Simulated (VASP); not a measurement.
Here is a VASP 6.6.1 calculation.

File INCAR:

```
PREC = Accurate ; ENCUT = 520
EDIFF = 1E-6 ; ISMEAR = -1
SIGMA = 0.05 ; LREAL = F
LASPH = T ; NELM = 100
ALGO = Normal ; ISIF = 2
LWAVE = F ; LCHARG = F
GGA = PE ; IVDW = 12
NBANDS = 16
```

File KPOINTS:

```
regular mesh
0
Gamma
  7 7 7
```

Contents of POSCAR:

```
HgTe
1.0
    0.0000000000      3.2735116114      3.2735116114
    3.2735116114      0.0000000000      3.2735116114
    3.2735116114      3.2735116114      0.0000000000
Hg Te
1 1
Direct
    0.0000000000      0.0000000000      0.0000000000
    0.7500000000      0.7500000000      0.7500000000
```

Potentials or basis: VASP PAW PBE potentials, release 64 (Hg, Te).

Run with:

```sh
$ cat potpaw_PBE.64/Hg/POTCAR potpaw_PBE.64/Te/POTCAR > POTCAR
$ mpirun -np 1 vasp_std > vasp.out
```

Question: What does it give for the pressure?

Answer: 0.1 GPa.

Question: What does it give for the dispersion energy per atom?

Answer: -0.344 eV.

Caveat: pairwise dispersion overbinds metals, which lowers pressure and volume.
